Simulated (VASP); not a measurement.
# TlPdF3 (Pm-3m) in VASP: single point with LDA

Aim: the single point of TlPdF3 with LDA.

Everything below comes from runs of VASP 6.6.1. Logs are shortened: lines on timing, memory, paths and dates and some standing lists are left out, and cuts for length are marked.

## 1. The cell of the first run

Symmetry: Pm-3m, No. 221, cubic system. The conventional cell has a = 4.424 Å, b = 4.424 Å, c = 4.424 Å, α = 90.00°, β = 90.00°, γ = 90.00°. Within 2.9 Å of Pd (site symmetry m-3m) lie 6 F at 2.21 Å. Within 2.9 Å of F (site symmetry 4/mmm) lie 2 Pd at 2.21 Å. Within 4.1 Å of Tl (site symmetry m-3m) lie 12 F at 3.13 Å and 8 Pd at 3.83 Å.

## 2. Single point, LDA, collinear spin

Input file INCAR:

```
SYSTEM = TlPdF3
PREC = Accurate
ENCUT = 600
EDIFF = 1E-6
ISMEAR = 0
SIGMA = 0.083
LREAL = .False.
LASPH = .True.
NELM = 200
ALGO = Normal
ISIF = 2
LWAVE = .False.
LCHARG = .False.
ISPIN = 2
MAGMOM = 2 0 0 0 0
LORBIT = 11
LMAXMIX = 4
NBANDS = 34
GGA_COMPAT = .False.
```

Input file KPOINTS:

```
Automatic mesh
0
Gamma
  5 5 5
  0 0 0
```

Input file POSCAR:

```
TlPdF3
1.0
    4.4242980200      0.0000000000      0.0000000000
    0.0000000000      4.4242980200      0.0000000000
    0.0000000000      0.0000000000      4.4242980200
Pd F Tl
1 3 1
Direct
    0.0000000000      0.0000000000      0.0000000000
    0.5000000000      0.0000000000      0.0000000000
    0.0000000000      0.5000000000      0.0000000000
    0.0000000000      0.0000000000      0.5000000000
    0.5000000000      0.5000000000      0.5000000000
```

Potentials or basis: VASP PAW LDA potentials, release 64 (Pd, F, Tl_d).

Started as:

```sh
cat potpaw_LDA.64/Pd/POTCAR potpaw_LDA.64/F/POTCAR potpaw_LDA.64/Tl_d/POTCAR > POTCAR
mpirun -np 1 vasp_std > vasp.out
```

OUTCAR:

```text
SYSTEM = TlPdF3
   PREC = Accurate
   ENCUT = 600
   EDIFF = 1E-6
   ISMEAR = 0
   LREAL = .False.
   LASPH = .True.
   NELM = 200
   ISIF = 2
   ISPIN = 2
   LORBIT = 11

 ion  position               nearest neighbor table
   1  0.000  0.000  0.000-   2 2.21   3 2.21   4 2.21   4 2.21   3 2.21   2 2.21
   2  0.500  0.000  0.000-   1 2.21   1 2.21
   3  0.000  0.500  0.000-   1 2.21   1 2.21
   4  0.000  0.000  0.500-   1 2.21   1 2.21
   5  0.500  0.500  0.500-

  LATTYP: Found a simple cubic cell.
 ALAT       =     4.4242980200

  Lattice vectors:

 A1 = (   4.4242980200,   0.0000000000,   0.0000000000)
 A2 = (   0.0000000000,   4.4242980200,   0.0000000000)
 A3 = (   0.0000000000,   0.0000000000,   4.4242980200)

Analysis of symmetry for initial positions (statically):
=====================================================================
 Subroutine PRICEL returns:
 Original cell was already a primitive cell.

 Routine SETGRP: Setting up the symmetry group for a
 simple cubic supercell.

 Subroutine GETGRP returns: Found 48 space group operations
 (whereof 48 operations were pure point group operations)
 out of a pool of 48 trial point group operations.

The static configuration has the point symmetry O_h .

Analysis of symmetry for dynamics (positions and initial velocities):
=====================================================================
 Subroutine PRICEL returns:
 Original cell was already a primitive cell.

 Routine SETGRP: Setting up the symmetry group for a
 simple cubic supercell.

 Subroutine GETGRP returns: Found 48 space group operations
 (whereof 48 operations were pure point group operations)
 out of a pool of 48 trial point group operations.

The dynamic configuration has the point symmetry O_h .

Analysis of structural, dynamic, and magnetic symmetry:
=====================================================================
 Subroutine PRICEL returns:
 Original cell was already a primitive cell.

 Routine SETGRP: Setting up the symmetry group for a
 simple cubic supercell.

 Subroutine GETGRP returns: Found 48 space group operations
 (whereof 48 operations were pure point group operations)
 out of a pool of 48 trial point group operations.

The overall configuration has the point symmetry O_h .

 Subroutine INISYM returns: Found 48 space group operations
 (whereof 48 operations are pure point group operations),
 and found     1 'primitive' translations

----------------------------------------------------------------------------------------

                                     Primitive cell

  volume of cell :      86.6030

  direct lattice vectors                    reciprocal lattice vectors
     4.424298020  0.000000000  0.000000000     0.226024557  0.000000000  0.000000000
     0.000000000  4.424298020  0.000000000     0.000000000  0.226024557  0.000000000
     0.000000000  0.000000000  4.424298020     0.000000000  0.000000000  0.226024557

  length of vectors
     4.424298020  4.424298020  4.424298020     0.226024557  0.226024557  0.226024557

  position of ions in fractional coordinates (direct lattice)
     0.000000000  0.000000000  0.000000000
     0.500000000  0.000000000  0.000000000
     0.000000000  0.500000000  0.000000000
     0.000000000  0.000000000  0.500000000
     0.500000000  0.500000000  0.500000000

  ion indices of the primitive-cell ions
   primitive index   ion index
                 1           1
                 2           2
                 3           3
                 4           4
                 5           5

----------------------------------------------------------------------------------------

 KPOINTS: Automatic mesh

Automatic generation of k-mesh.
 Grid dimensions read from file:
 generate k-points for:    5    5    5

 Generating k-lattice:

  Cartesian coordinates                     Fractional coordinates (reciprocal lattice)
     0.045204911  0.000000000  0.000000000     0.200000000  0.000000000  0.000000000
     0.000000000  0.045204911  0.000000000     0.000000000  0.200000000  0.000000000
     0.000000000  0.000000000  0.045204911     0.000000000  0.000000000  0.200000000

  Length of vectors
     0.045204911  0.045204911  0.045204911

  Shift w.r.t. Gamma in fractional coordinates (k-lattice)
     0.000000000  0.000000000  0.000000000

 Subroutine IBZKPT returns following result:
 ===========================================

 Found     10 irreducible k-points:

 Following reciprocal coordinates:
            Coordinates               Weight
  0.000000  0.000000  0.000000      1.000000
  0.200000  0.000000  0.000000      6.000000
  0.400000  0.000000  0.000000      6.000000
  0.200000  0.200000  0.000000     12.000000
  0.400000  0.200000  0.000000     24.000000
  0.400000  0.400000  0.000000     12.000000
  0.200000  0.200000  0.200000      8.000000
  0.400000  0.200000  0.200000     24.000000
  0.400000  0.400000  0.200000     24.000000
  0.400000  0.400000  0.400000      8.000000
   k-points           NKPTS =     10   k-points in BZ     NKDIM =     10   number of bands    NBANDS=     34
   number of dos      NEDOS =    301   number of ions     NIONS =      5
   total plane-waves  NPLWV =  46656
   dimension x,y,z NGX =    36 NGY =   36 NGZ =   36
   dimension x,y,z NGXF=    72 NGYF=   72 NGZF=   72
   ions per type =               1   3   1
   NGX,Y,Z   is equivalent  to a cutoff of  13.53, 13.53, 13.53 a.u.
   NGXF,Y,Z  is equivalent  to a cutoff of  27.05, 27.05, 27.05 a.u.
 SYSTEM =  TlPdF3
   PREC   = accura    normal or accurate (medium, high low for compatibility)
   ISTART =      0    job   : 0-new  1-cont  2-samecut
   ICHARG =      2    charge: 1-file 2-atom 10-const
   ISPIN  =      2    spin polarized calculation?
   LNONCOLLINEAR =      F non collinear calculations
   LSORBIT =      F    spin-orbit coupling
   LASPH  =      T    aspherical Exc in radial PAW
   ENCUT  =  600.0 eV  44.10 Ry    6.64 a.u.   8.84  8.84  8.84*2*pi/ulx,y,z
   NELM   =    200;   NELMIN=  2; NELMDL= -5     # of ELM steps
   EDIFF  = 0.1E-05   stopping-criterion for ELM
   LREAL  =      F    real-space projection
   EDIFFG = 0.1E-04   stopping-criterion for IOM
   NSW    =      0    number of steps for IOM
   IBRION =     -1    ionic relax: 0-MD 1-quasi-New 2-CG
   NFREE  =      0    steps in history (QN), initial steepest desc. (CG)
   ISIF   =      2    stress and relaxation
   ISYM   =      2    0-nonsym 1-usesym 2-fastsym
   POTIM  = 0.5000    time-step for ionic-motion
   TEBEG  =    0.0;   TEEND  =   0.0 temperature during run
   PSTRESS=    0.0 pullay stress
   NELECT =      44.0000    total number of electrons
   NUPDOWN=      -1.0000    fix difference up-down
   EMIN   =  10.00;   EMAX   =-10.00  energy-range for DOS
   EFERMI =   0.00;   METHOD = LEGACY
   ISMEAR =     0;   SIGMA  =   0.08  broadening in eV -4-tet -1-fermi 0-gaus
   EFERMI_NEDOS =   21; number of points for ismear=-14 and -15
   IALGO  =     38    algorithm
   IMIX   =      4    mixing-type and parameters
     AMIX     =   0.40;   BMIX     =  1.00
     AMIX_MAG =   1.60;   BMIX_MAG =  1.00
  volume/ion in A,a.u.               =      17.32       116.89
  Fermi-wavevector in a.u.,A,eV,Ry     =   1.306315  2.468578 23.217794  1.706460
  Thomas-Fermi vector in A             =   2.437126
   LORBIT       =     11    0 simple, 1 ext, 2 COOP (PROOUT), +10 PAW based schemes
   GGA     = CA    functional components
   LHFCALC =     F    Hartree Fock is set to
   AEXX    =    0.0000 exact exchange contribution
   IVDW    =     0    specifies the selected vdW correction
   LEPSILON=     F    determine dielectric tensor
   LRPA    =     F    only Hartree local field effects (RPA)
 spin polarized calculation
 Gauss-broadening in eV      SIGMA  =   0.08
  energy-cutoff  :      600.00
  volume of cell :       86.60
 maximum number of plane-waves:      2945
 NGX is ok and might be reduce to    36
   NGX = 17   NGY = 17   NGZ = 17

 number of electron      43.9999964 magnetization      -0.0004076

 number of electron      43.9999964 magnetization       0.0003182

 Free energy of the ion-electron system (eV)
  ---------------------------------------------------
  ext. energy  EPLUGINS =         0.00000000
  ---------------------------------------------------
  free energy    TOTEN  =       -22.77229926 eV

  energy without entropy =      -22.76954307  energy(sigma->0) =      -22.77092117

 E-fermi :   2.0159     XC(G=0): -10.2356

 val. band max:        1.9740725705   @ k =   0.4000   0.0000   0.0000
 cond. band min:       2.1389637255   @ k =   0.4000   0.4000   0.2000
 fundamental gap:      0.1648911551
 Fermi energy:         2.0159034296

 spin component 1

 k-point     1 :       0.0000    0.0000    0.0000
  band No.  band energies     occupation
      1     -19.9453      1.00000
      2     -19.6538      1.00000
      3     -19.6538      1.00000
      4      -7.8013      1.00000
      5      -7.8013      1.00000
      6      -7.7550      1.00000
[... 359 lines left out ...]
     33      17.9817      0.00000
     34      18.5912      0.00000
 Fermi energy:         2.0159034296

 spin component 2

 k-point     1 :       0.0000    0.0000    0.0000
  band No.  band energies     occupation
      1     -19.9453      1.00000
      2     -19.6537      1.00000
      3     -19.6537      1.00000
      4      -7.8013      1.00000
      5      -7.8013      1.00000
      6      -7.7550      1.00000
[... 359 lines left out ...]
     33      17.9816      0.00000
     34      18.5912      0.00000

------------------------ aborting loop because EDIFF is reached ----------------------------------------

  FORCE on cell =-STRESS in cart. coord.  units (eV):
  Direction    XX          YY          ZZ          XY          YZ          ZX
  --------------------------------------------------------------------------------------
  -------------------------------------------------------------------------------------
  Total       -6.0222681     -6.0222681     -6.0222681     -0.0000000     -0.0000000      0.0000000
  in kB     -111.4134301   -111.4134301   -111.4134301     -0.0000000     -0.0000000      0.0000000
  external PRESSURE =    -111.4134301 kB  Pullay stress =       0.0000000 kB

 VOLUME and BASIS-vectors are now :
 -----------------------------------------------------------------------------
  energy-cutoff  :      600.00
  volume of cell :       86.60
      direct lattice vectors                 reciprocal lattice vectors
     4.424298020  0.000000000  0.000000000     0.226024557  0.000000000  0.000000000
     0.000000000  4.424298020  0.000000000     0.000000000  0.226024557  0.000000000
     0.000000000  0.000000000  4.424298020     0.000000000  0.000000000  0.226024557

 POSITION                                       TOTAL-FORCE (eV/Angst)
 -----------------------------------------------------------------------------------
      0.00000      0.00000      0.00000         0.000000      0.000000      0.000000
      2.21215      0.00000      0.00000         0.000000      0.000000      0.000000
      0.00000      2.21215      0.00000         0.000000      0.000000      0.000000
      0.00000      0.00000      2.21215         0.000000      0.000000      0.000000
      2.21215      2.21215      2.21215         0.000000      0.000000      0.000000
 -----------------------------------------------------------------------------------
    total drift:                                0.000000      0.000000     -0.000000

  FREE ENERGIE OF THE ION-ELECTRON SYSTEM (eV)
  ---------------------------------------------------
  free  energy   TOTEN  =       -22.7722992606 eV

  energy  without entropy=      -22.7695430722  energy(sigma->0) =      -22.77092117

 total charge

# of ion       s       p       d       tot
------------------------------------------
    1        0.250   0.307   8.294   8.852
    2        1.728   4.252   0.000   5.980
    3        1.728   4.252   0.000   5.980
    4        1.728   4.252   0.000   5.980
    5        1.311   0.062   9.665  11.037
--------------------------------------------------
tot          6.745  13.124  17.959  37.827

 magnetization (x)

# of ion       s       p       d       tot
------------------------------------------
    1        0.000  -0.000   0.000   0.000
    2        0.000   0.000   0.000   0.000
    3        0.000   0.000   0.000   0.000
    4        0.000   0.000   0.000   0.000
    5        0.000  -0.000   0.000   0.000
--------------------------------------------------
tot          0.000   0.000   0.000   0.000
```

Run time: 76 s. Hardware: 1 thread of Intel Xeon 8259CL, shared host; peak memory 0.22 GiB.

Results:

- Free energy: -22.7723 eV
- Pressure: -11.1 GPa
- Band gap on the k mesh: zero (filled and empty bands overlap)
- Net moment: 0.00 μB per cell
- Valence electrons inside the program's atomic spheres: Pd 8.85; F 5.98; Tl 11.04

Caveat: the cell stands under tension; spin-orbit coupling is left out, which moves the levels of the heavy elements.

The gap in the log of VASP goes by the Fermi energy; the results here count the filled bands.